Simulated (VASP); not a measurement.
Input of a VASP 6.6.1 run:

File INCAR:

```
PREC = Accurate
ENCUT = 520
EDIFF = 1E-7
ISMEAR = 0
SIGMA = 0.15
LREAL = False
LASPH = True
NELM = 80
ALGO = Normal
ISIF = 2
LWAVE = False
LCHARG = False
NBANDS = 22
```

The input KPOINTS:

```
regular mesh
0
Gamma
  10 10 10
```

The input POSCAR:

```
GaSb3
1.0
   -0.1448800451      3.6220011279      3.2235810038
    3.4771210828      0.0000000000      3.0787009587
    3.6220011279      3.6220011279     -0.1448800451
Ga Sb
1 3
Direct
    0.0000000000      0.0000000000      0.0000000000
    0.2500000000      0.2500000000      0.2500000000
    0.7500000000      0.7500000000      0.7500000000
    0.5000000000      0.5000000000      0.5000000000
```

Potentials or basis: VASP PAW LDA potentials, release 64 (Ga_d, Sb).

Command:

```sh
$ cat potpaw_LDA.64/Ga_d/POTCAR potpaw_LDA.64/Sb/POTCAR > POTCAR
$ mpirun -np 1 vasp_std > vasp.out
```

Problem. What does it give for the band gap on the k mesh?

Solution. Zero (band 14 reaches 11.75 eV, above the bottom of band 15 at 7.68 eV).

Problem. Estimate the pressure.

Solution. 12.1 GPa.

Problem. Estimate the largest force.

Solution. 0.353 eV/Å.

Stress tensor (GPa, compression positive):
```
11.37  0.00  2.31
 0.00 12.21  0.00
 2.31  0.00 12.77
```

Caveat: the cell differs from its parent crystal (engineering shear strain xz -0.0800, normal strain along z -0.1100); spin-orbit coupling is left out, which moves the levels of the heavy elements.
